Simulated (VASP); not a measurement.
Write the native input for VASP 6.6.1 that does the following.

```yaml
Task: single point
Functional: PBE
Potentials_or_basis: VASP PAW PBE potentials, release 64 (Ba_sv, Ti_sv, O, H)
Cutoff: 520 eV
k_mesh: 4 × 4 × 4
Occupations: fermi-dirac, width 0.1 eV
Spin: no spin polarisation
Dipole_correction: no
Further_INCAR_settings: ALGO = Normal; EDIFF = 1e-06; NBANDS = 30
```

The structure of BaTiHO3 (a cell with a defect) lies in POSCAR:

```
BaTiHO3
1.0
    3.9998000000      0.0000000000      0.0000000000
    0.0000000000      3.9998000000      0.0000000000
    0.0000000000      0.0000000000      4.0180000000
Ba Ti O H
1 1 3 1
Direct
    0.0000000000      0.0000000000      0.0000000000
    0.5000000000      0.5000000000      0.4900000000
    0.5000000000      0.5000000000      0.0190000000
    0.5000000000      0.0000000000      0.5170000000
    0.0000000000      0.5000000000      0.5170000000
   -0.7559305465     -0.1702690135      0.5043208064
```

These files were run (other wordings do the same):

INCAR

```
  ALGO = Normal
  EDIFF = 1E-6
  ENCUT = 520
  GGA = PE
  GGA_COMPAT = F
  ISIF = 2
  ISMEAR = -1
  LASPH = T
  LCHARG = F
  LREAL = F
  LWAVE = F
  NBANDS = 30
  NELM = 120
  PREC = Accurate
  SIGMA = 0.1
```

KPOINTS

```
k-points
0
Gamma
  4 4 4
```

Potentials or basis: VASP PAW PBE potentials, release 64 (Ba_sv, Ti_sv, O, H).

The run is started by

```bash
$ cat potpaw_PBE.64/Ba_sv/POTCAR potpaw_PBE.64/Ti_sv/POTCAR potpaw_PBE.64/O/POTCAR potpaw_PBE.64/H/POTCAR > POTCAR
$ mpirun -np 1 vasp_std > vasp.out
```

It gave:

The pressure is 16.2 GPa. The largest force is 2.566 eV/Å.

Caveat: the k points lie up to 0.39 Å⁻¹ apart; an odd number of electrons without spin polarisation forces a metal; a magnetic or distorted state may lie lower.

Wall time 69 s on 1 thread of Intel(R) Xeon(R) Platinum 8259CL CPU @ 2.50GHz (Skylake/Cascade Lake) (shared host), peak memory 0.22 GiB.
